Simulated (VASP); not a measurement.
**KBr: single point with PBE**

Crystal: KBr.

```xyz
2
Lattice="0.0000 3.4571 3.2925 3.4571 0.0000 3.2925 3.4571 3.4571 0.0000" Properties=species:S:1:pos:R:3 pbc="T T T"
K     0.0000    0.0000    0.0000
Br    3.4571    3.4571    3.2925
```

This cell differs from its parent crystal: strain +0.050 along x and y, +0.000 along z.

| Property | Result |
| --- | --- |
| Program | VASP 6.6.1 |
| Task | single point |
| Functional | PBE |
| Potentials or basis | VASP PAW PBE potentials, release 64 (K_sv, Br) |
| Cutoff | 520 eV |
| k mesh | 6 × 6 × 6 |
| Occupations | gaussian, width 0.05 eV |
| Spin | no spin polarisation |

| Property | Result |
| --- | --- |
| Pressure | -0.4 GPa |
| Band gap on the k mesh | 4.20 eV |

Stress tensor (GPa, compression positive):
```
-0.78  0.00  0.00
 0.00 -0.78  0.00
 0.00  0.00  0.31
```

Levels at points of the mesh, in eV from the valence-band top:
```csv
k point,band 4,band 5,band 6,band 7,band 8,band 9,band 10,band 11,band 12,band 13
"(0.00, 0.00, 0.00)",-11.46,-11.45,-0.01,-0.01,0.00,4.20,7.48,7.48,7.75,8.23
"(0.50, 0.00, 0.00)",-11.46,-11.23,-1.02,-0.27,-0.27,6.39,7.87,9.49,9.53,9.59
"(0.50, 0.50, 0.00)",-11.49,-11.49,-0.69,-0.29,-0.29,5.90,6.93,9.19,9.27,9.36
"(0.50, 0.00, 0.50)",-11.48,-11.48,-0.74,-0.26,-0.22,5.97,6.84,8.92,9.17,9.35
```

Wall time 33 s on 1 thread of AMD EPYC 7R13 (shared host), peak memory 0.19 GiB.

Caveat: the cell differs from its parent crystal (strain +0.050 along x and y, +0.000 along z).
